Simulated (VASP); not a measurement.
HoAuF4:

```
Ho Au F
1.0
     0.00000    3.71703    3.71703
     3.71703    0.00000    3.71703
     3.71703    3.71703    0.00000
Ho Au F
1 1 4
Cartesian
  5.5756 5.5756 5.5756
  3.7170 3.7170 3.7170
  0.8666 0.8666 0.8666
  2.8505 2.8505 0.8666
  2.8505 0.8666 2.8505
  0.8666 2.8505 2.8505
```

The cell was generated, and may not be a known phase.

| Quantity | Value |
| --- | --- |
| Program | VASP 6.6.1 |
| Task | relaxation of cell and atoms |
| Functional | PBE |
| Potentials or basis | VASP PAW PBE potentials, release 64 (Ho_3, Au, F), 4f in core |
| Cutoff | 600 eV |
| k mesh | 3 × 3 × 3 |
| Occupations | gaussian, width 0.15 eV |
| Spin | no spin polarisation |

At the start: pressure -13.9 GPa; volume 17.12 Å³/atom.

How do energy, volume and symmetry change on relaxing?

Over 7 steps the energy falls by 303.1 meV/atom and the volume is 12.59 Å³/atom (-26.5 %); space group F-43m (No. 216, to 0.1 Å) before and after.

Step by step:
```csv
step,energy change (eV),largest force (eV/Å),pressure (GPa),volume (Å³)
1,0.0000,0.6648,-13.86,102.71
2,-1.5461,0.8903,-6.45,82.23
3,-1.7274,0.9355,0.21,75.61
4,-1.7288,0.9387,1.40,74.74
5,-1.8131,0.0959,1.41,74.27
6,-1.8145,0.0201,1.36,74.32
7,-1.8184,0.0124,-0.31,75.54
```

Final structure:
```yaml
crystal:
  lattice:
    - [0.00000, 3.35513, 3.35513]
    - [3.35513, 0.00000, 3.35513]
    - [3.35513, 3.35513, 0.00000]
  atoms:
    - { symbol: Ho, position: [0.75000, 0.75000, 0.75000] }
    - { symbol: Au, position: [0.50000, 0.50000, 0.50000] }
    - { symbol: F, position: [0.12417, 0.12417, 0.12417] }
    - { symbol: F, position: [0.12417, 0.12417, 0.62749] }
    - { symbol: F, position: [0.12417, 0.62749, 0.12417] }
    - { symbol: F, position: [0.62749, 0.12417, 0.12417] }
```

Caveat: the k points lie up to 0.54 Å⁻¹ apart in the final cell; the volume moved by over 15 % at a fixed basis, so the end points are rough; the run has no spin polarisation, though such a crystal can be magnetic.
